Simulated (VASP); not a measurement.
BP, 2 atoms in the cell. It takes space group F-43m (No. 216, cubic). The conventional cell has a = 4.520 Å, b = 4.520 Å, c = 4.520 Å, α = 90.00°, β = 90.00°, γ = 90.00°. B (site symmetry -43m) has 4 P at 1.96 Å within 2.6 Å. P (site symmetry -43m) has 4 B at 1.96 Å within 2.6 Å. 

| Quantity | Value |
| --- | --- |
| Program | VASP 6.6.1 |
| Task | relaxation of cell and atoms |
| Functional | PBEsol |
| Potentials or basis | VASP PAW PBE potentials, release 64 (B, P) |
| Cutoff | 600 eV |
| k mesh | 10 × 10 × 10 |
| Occupations | gaussian, width 0.01 eV |
| Spin | no spin polarisation |
| Target pressure | 2 GPa |
| Dipole correction | no |
| Further INCAR settings | ALGO = Normal; EDIFF = 1e-06; IBRION = 2; EDIFFG = -0.001; NSW = 80; ISIF = 3 |

Potentials or basis: VASP PAW PBE potentials, release 64 (B, P).

Run with:

```console
$ cat potpaw_PBE.64/B/POTCAR potpaw_PBE.64/P/POTCAR > POTCAR
$ mpirun -np 1 vasp_std > vasp.out
```

Hardware: 1 thread of Intel Xeon 6975P-C (shared host).

Estimate the wall time of this run.

It took 22 s on 1 thread of Intel Xeon 6975P-C, with other jobs on the host, peak memory 0.15 GiB. Counts: scf iterations 24, k points 47, ion steps 3.
